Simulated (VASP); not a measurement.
Crystal: In2BiP.

```
P In Bi
1.0
     4.45895    0.00000    0.00000
     0.00000    4.45895    0.00000
     0.00000    0.00000    6.36747
P In Bi
1 2 1
Direct
  0.00000 0.00000 0.00000
  0.00000 0.50000 0.78142
  0.50000 0.00000 0.21858
  0.50000 0.50000 0.50000
```

Base run:

| Property | Result |
| --- | --- |
| Program | VASP 6.6.1 |
| Functional | r2SCAN |
| Potentials or basis | VASP PAW PBE potentials, release 64 (P, In_d, Bi_d) |
| Cutoff | 520 eV |
| k mesh | 6 × 6 × 4 |
| Occupations | fermi-dirac, width 0.02 eV |
| Spin | no spin polarisation |

Its results: band gap on the k mesh zero (filled and empty bands touch); pressure -0.1 GPa.

Task: The run is repeated on the same cell with these changes: functional from r2SCAN to PBE. What comes out?

Result: Band gap on the k mesh zero (filled and empty bands touch); pressure 1.5 GPa.

Caveats: spin-orbit coupling is left out, which moves the levels of the heavy elements; the PAW data sets were made with another functional, which shifts forces and pressure a little (some runs).
